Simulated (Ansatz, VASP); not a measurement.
**One calculation of MgO, two programs**

File INCAR:

```
PREC     = Accurate       # precision mode
ENCUT    = 520            # plane-wave cutoff, eV
EDIFF    = 1E-6           # SCF threshold, eV
ISMEAR   = 0              # smearing method
SIGMA    = 0.05           # smearing width, eV
LREAL    = False          # projectors in reciprocal space
LASPH    = True           # aspherical terms in the spheres
NELM     = 60             # most SCF steps
ALGO     = Normal         # electronic algorithm
ISIF     = 2              # what is computed and relaxed
LWAVE    = False          # write WAVECAR
LCHARG   = False          # write CHGCAR
GGA      = PE             # functional
NBANDS   = 16             # bands
```

The input KPOINTS:

```
regular mesh
0
Gamma
  9 9 6
```

POSCAR

```
MgO
1.0
    3.4772157108      0.0000000000      0.0000000000
   -1.7386078554      3.0113571399      0.0000000000
    0.0000000000      0.0000000000      4.6556441151
Mg O
2 2
Direct
    0.3333333333      0.6666666667     -0.0229692219
    0.6666666667      0.3333333333      0.4770307781
    0.3333333333      0.6666666667      0.3982811987
    0.6666666667      0.3333333333      0.8982811987
```

Input for Ansatz:

```yaml
crystal:
  lattice:
    - [3.4772157108, 0.0, 0.0]
    - [-1.7386078554, 3.0113571399, 0.0]
    - [0.0, 0.0, 4.6556441151]
  atoms:
    - { symbol: Mg, position: [0.3333333333, 0.6666666667, -0.0229692219] }
    - { symbol: Mg, position: [0.6666666667, 0.3333333333, 0.4770307781] }
    - { symbol: O, position: [0.3333333333, 0.6666666667, 0.3982811987] }
    - { symbol: O, position: [0.6666666667, 0.3333333333, 0.8982811987] }
basis:
  ecutwfc: 520.0
kpoints:
  mp_grid: { grid: [9, 9, 6] }
hamiltonian:
  xc: pbe
  pseudopotentials: { kind: paw, azcp: { folder: soft_1 } }
scf:
  occupations: { method: gaussian, width: 0.05 }
output:
  forces: true
  stress: true
  eigenvalues: true
```

Alike in both runs: task single point; functional PBE; k mesh 9 × 9 × 6; occupations gaussian, width 0.05 eV; no spin polarisation.

|  | VASP | Ansatz |
| --- | --- | --- |
| version | VASP 6.6.1 | Ansatz 0.2.0 |
| potentials or method | VASP PAW PBE potentials, release 64 (Mg, O), cutoff 520 eV | scalar-relativistic, plane waves, PAW |
| valence electrons in the cell | 16 | 32 |

```csv
,VASP,Ansatz,Ansatz less VASP
gap on the k mesh at the Fermi level (eV),3.04,3.07,+0.023
least direct gap on the mesh (eV),3.04,3.07,+0.023
pressure (GPa),-2.9,-2.4,+0.50
"traceless stress, the component that is largest in VASP (GPa)",6.52,6.44,-0.076
rms of the force components (eV/Å),0.330,0.327,-0.0031
```

Atom by atom the forces differ by 0.003 eV/Å (rms over components). VASP's potentials hold 16 valence electrons a cell and Ansatz's 32, so a difference there can come from the potentials and not from the codes.
